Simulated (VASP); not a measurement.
A run of VASP 6.6.1 is set up as follows.

Contents of INCAR:

```
PREC = Accurate ; ENCUT = 520
EDIFF = 1E-6 ; ISMEAR = 0
SIGMA = 0.1 ; LREAL = False
LASPH = True ; NELM = 150
ALGO = Normal ; ISIF = 2
LWAVE = False ; LCHARG = False
ISPIN = 2 ; MAGMOM = 0 0 1 1
LORBIT = 11 ; GGA = PE
NBANDS = 30
```

KPOINTS

```
regular mesh
0
Gamma
  4 4 4
```

Contents of POSCAR:

```
ZnO
1.0
    3.7835269700      0.0000000000      0.0000000000
    0.0000000000      3.7835269700      0.0000000000
    0.0000000000      0.0000000000      3.8463157900
Zn O
2 2
Direct
    0.0000000000      0.0000000000      0.5000000000
    0.5000000000      0.5000000000      0.5000000000
    0.0000000000      0.5000000000      0.9761709300
    0.5000000000      0.0000000000      0.0238290700
```

Potentials or basis: VASP PAW PBE potentials, release 64 (Zn, O).

The run is started by

```bash
$ cat potpaw_PBE.64/Zn/POTCAR potpaw_PBE.64/O/POTCAR > POTCAR
$ mpirun -np 1 vasp_std > vasp.out
```

**Question.** Estimate the net moment.

**Answer.** 0.35 μB per cell.

**Question.** Estimate the site moments.

**Answer.** Zn -0.02; O +0.19 μB.

**Question.** Predict the pressure.

**Answer.** -17.5 GPa.

**Question.** Estimate the largest force.

**Answer.** 1.582 eV/Å.

Stress tensor (GPa, compression positive):
```
 -1.86   0.00   0.00
  0.00  -1.86   0.00
  0.00   0.00 -48.79
```

Caveat: the k points lie up to 0.42 Å⁻¹ apart; forces of over 1 eV/Å act on the atoms, so gaps and moduli don't describe the material at rest.
